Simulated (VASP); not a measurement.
**ZrB2: single point with r2SCAN+U**

ZrB2:

```
CELL_PARAMETERS angstrom
3.18237 0.00000 0.00000
-1.59119 2.75602 0.00000
0.00000 0.00000 3.65262
ATOMIC_POSITIONS crystal
Zr 0.00000 0.00000 0.00000
B 0.66667 0.33333 0.50000
B 0.33333 0.66667 0.50000
```

```yaml
Program: VASP 6.6.1
Task: single point
Functional: r2SCAN
Potentials_or_basis: VASP PAW PBE potentials, release 64 (Zr_sv, B)
Cutoff: 520 eV
k_mesh: 10 × 10 × 8
Occupations: fermi-dirac, width 0.05 eV
Spin: no spin polarisation
Hubbard_terms: Zr d U = 8.0 eV
```

```json
{
  "Pressure": "9.3 GPa",
  "Band gap on the k mesh": "zero (band 9 reaches 12.44 eV, above the bottom of band 10 at 11.01 eV)"
}
```

Stress tensor (GPa, compression positive):
```
10.41  0.00  0.00
 0.00 10.41  0.00
 0.00  0.00  7.19
```

Levels at points of the mesh, in eV from the Fermi level:
```csv
k point,band 5,band 6,band 7,band 8,band 9,band 10,band 11,band 12,band 13,band 14
"(0.00, 0.00, 0.00)",-14.19,-3.68,-2.78,-2.69,-2.69,4.28,4.28,4.28,4.40,4.40
"(0.50, 0.00, 0.00)",-9.91,-9.89,-4.20,-3.77,-2.55,1.36,3.09,5.10,5.29,5.80
"(0.00, 0.00, 0.50)",-12.37,-8.31,-1.42,-1.42,0.97,0.97,1.27,1.27,1.99,4.62
"(0.50, 0.00, 0.50)",-10.78,-8.24,-4.83,-4.54,-3.31,3.39,4.11,6.16,6.45,7.02
```

Eigenvalues of the final occupation matrices:
```tsv
site	spin	trace	eigenvalues
site 1 d	1	0.68	0.12 0.12 0.12 0.15 0.15
site 1 d	2	0.68	0.12 0.12 0.12 0.15 0.15
```

Run time: 80 s on 1 thread of Intel(R) Xeon(R) Platinum 8259CL CPU @ 2.50GHz (Skylake/Cascade Lake), on a shared host, peak memory 0.17 GiB.

Caveat: the PAW data sets were made with another functional, which shifts forces and pressure a little; U without spin polarisation on a metal has little footing; the U is typed as a test and isn't derived for this compound.
